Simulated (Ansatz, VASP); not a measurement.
## Two plane-wave programs on KZnF3

```
K Zn F
1.0
     4.05000    0.00000    0.00000
     0.00000    4.05000    0.00506
     0.00000    0.00506    4.05000
K Zn F
1 1 3
Cartesian
  0.0000 0.0000 0.0000
  2.0250 2.0275 2.0275
  2.0250 2.0250 0.0025
  0.0000 2.0275 2.0275
  2.0250 0.0025 2.0250
```

Change from the starting cell: strain +0.0025 x Voigt [0, 0, 0, 1, 0, 0], atoms carried along.

Alike in both runs: task single point; functional r2SCAN; k mesh 6 × 6 × 6; occupations gaussian, width 0.05 eV; no spin polarisation.

|  | VASP | Ansatz |
| --- | --- | --- |
| version | VASP 6.6.1 | Ansatz 0.2.0 |
| potentials or method | VASP PAW PBE potentials, release 64 (K_sv, Zn, F), cutoff 520 eV | scalar-relativistic, plane waves, PAW |
| valence electrons in the cell | 42 | 42 |

|  | VASP | Ansatz | Ansatz less VASP |
| --- | --- | --- | --- |
| gap on the k mesh at the Fermi level (eV) | 4.58 | 4.63 | +0.051 |
| least direct gap on the mesh (eV) | 6.56 | 6.58 | +0.024 |
| pressure (GPa) | 0.0 | -0.2 | -0.26 |
| traceless stress, the component that is largest in VASP (GPa) | -0.09 | -0.09 | +0.002 |

VASP's potentials were made for PBE, not for r2SCAN.
